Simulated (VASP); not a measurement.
SiC: single point with PBE

The system is SiC.

```
CELL_PARAMETERS angstrom
0.00000 2.27870 2.27870
2.27870 0.00000 2.27870
2.16173 2.16173 0.11697
ATOMIC_POSITIONS crystal
Si 0.00000 0.00000 0.00000
C 0.75000 0.75000 0.75000
```

| Item | Value |
| --- | --- |
| Program | VASP 6.6.1 |
| Task | single point |
| Functional | PBE |
| Potentials or basis | VASP PAW PBE potentials, release 64 (Si, C) |
| Cutoff | 520 eV |
| k mesh | 12 × 12 × 12 |
| Occupations | gaussian, width 0.05 eV |
| Spin | no spin polarisation |

* Pressure: -5.9 GPa
* Largest force: 0.849 eV/Å
* Band gap on the k mesh: 1.11 eV, indirect (least direct gap 3.93 eV)

Forces on the atoms (eV/Å):
```
Si  -0.490 -0.490  0.490
C    0.490  0.490 -0.490
```

Stress tensor (GPa, compression positive):
```
 -5.88  13.47 -13.47
 13.47  -5.88 -13.47
-13.47 -13.47  -5.88
```

Levels at points of the mesh, in eV from the valence-band top:
| k point | band 1 | band 2 | band 3 | band 4 | band 5 | band 6 | band 7 | band 8 |
| --- | --- | --- | --- | --- | --- | --- | --- | --- |
| (0.00, 0.00, 0.00) | -15.19 | -0.30 | -0.30 | 0.00 | 4.80 | 6.20 | 6.20 | 8.64 |
| (0.50, 0.00, 0.00) | -12.02 | -8.47 | -1.07 | -1.06 | 5.01 | 6.50 | 7.65 | 9.75 |
| (0.50, 0.50, 0.00) | -10.44 | -7.80 | -3.66 | -2.82 | 1.11 | 4.11 | 12.60 | 13.14 |
| (0.00, 0.00, 0.50) | -11.22 | -8.29 | -1.66 | -1.66 | 3.70 | 6.21 | 6.21 | 9.18 |

It took 54 s on 1 thread of Intel Xeon 6975P-C, with other jobs on the host, peak memory 0.17 GiB.

A k mesh can miss the band edges.
